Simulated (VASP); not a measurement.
# GaAs: relaxation of cell and atoms with PBE

GaAs:

```
Ga As
1.0
     0.00000    2.69490    2.69490
     2.69490    0.00000    2.69490
     2.69490    2.69490    0.00000
Ga As
1 1
Direct
  0.00000 0.00000 0.00000
  0.50000 0.50000 0.50000
```

The cell was built from a structure type or drawn by symmetry, and may not be a known phase.

| Item | Value |
| --- | --- |
| Program | VASP 6.6.1 |
| Task | relaxation of cell and atoms |
| Functional | PBE |
| Potentials or basis | VASP PAW PBE potentials, release 64 (Ga_d, As) |
| Cutoff | 600 eV |
| k mesh | 18 × 18 × 18 |
| Occupations | gaussian, width 0.1 eV |
| Spin | no spin polarisation |
| Dipole correction | no |
| Further INCAR settings | ALGO = Normal; EDIFF = 1e-06; IBRION = 2; EDIFFG = -0.01; NSW = 100; ISIF = 3 |

| Quantity | Value |
| --- | --- |
| Relaxed volume | 19.65 Å³/atom |
| Relaxed cell | a = 3.816 Å, b = 3.816 Å, c = 3.816 Å, α = 60.00°, β = 60.00°, γ = 60.00° |
| Space group after relaxing (to 0.1 Å) | Fm-3m (No. 225) |
| Energy gained by relaxing | 0.0 meV/atom |
| Ionic steps | 2 |
| Pressure after relaxing | 0.0 GPa |
| Band gap on the k mesh | zero (bands 9 and 10 overlap by 3.12 eV) |

Final structure:
```
Ga As
1.0
     0.00000    2.69832    2.69832
     2.69832    0.00000    2.69832
     2.69832    2.69832    0.00000
Ga As
1 1
Cartesian
  2.6983 5.3966 2.6983
  2.6983 2.6983 2.6983
```

Levels at points of the mesh, in eV from the Fermi level:
```
           k point  band 5  band 6  band 7  band 8  band 9  band 10  band 11  band 12  band 13
(0.00, 0.00, 0.00)  -14.72  -13.05   -0.14    0.06    0.06     0.06     7.33     7.33     7.33
(0.50, 0.00, 0.00)  -14.69  -10.80   -7.53    0.25    0.25     2.67     2.99     2.99     4.20
(0.50, 0.50, 0.00)  -14.67   -9.96   -5.42   -3.60   -2.49    -2.49     3.65     9.99     9.99
```

Run time: 63 s on 1 thread of Intel(R) Xeon(R) 6975P-C (Granite Rapids) (shared host), peak memory 0.28 GiB.
